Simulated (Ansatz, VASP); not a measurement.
**Two plane-wave programs on ZnS**

```
Zn S
1.0
     3.92300    0.00000    0.00000
    -1.96150    3.39742    0.00000
     0.00000    0.00000   12.65346
Zn S
4 4
Direct
  0.00000 0.00000 0.00011
  0.00000 0.00000 0.50011
  0.33333 0.66667 0.25007
  0.66667 0.33333 0.75007
  0.00000 0.00000 0.18724
  0.00000 0.00000 0.68724
  0.33333 0.66667 0.43758
  0.66667 0.33333 0.93758
```

Change from the starting cell: strain +0.030 along x and y, +0.015 along z, atoms carried along.

Alike in both runs: task single point; functional r2SCAN; k mesh 6 × 6 × 2; occupations gaussian, width 0.05 eV; no spin polarisation.

|  | VASP | Ansatz |
| --- | --- | --- |
| version | VASP 6.6.1 | Ansatz 0.2.0 |
| potentials or method | VASP PAW PBE potentials, release 64 (Zn, S), cutoff 520 eV | scalar-relativistic, plane waves, PAW |
| valence electrons in the cell | 72 | 72 |

```csv
,VASP,Ansatz,Ansatz less VASP
gap on the k mesh at the Fermi level (eV),2.42,2.41,-0.005
least direct gap on the mesh (eV),2.42,2.41,-0.005
pressure (GPa),-4.9,-4.9,+0.03
"traceless stress, the component that is largest in VASP (GPa)",1.09,1.07,-0.021
rms of the force components (eV/Å),0.044,0.038,-0.0052
```

VASP's potentials were made for PBE, not for r2SCAN. Atom by atom the forces differ by 0.005 eV/Å (rms over components). With one functional, cell and mesh, what is left measures potentials, basis and numerics.
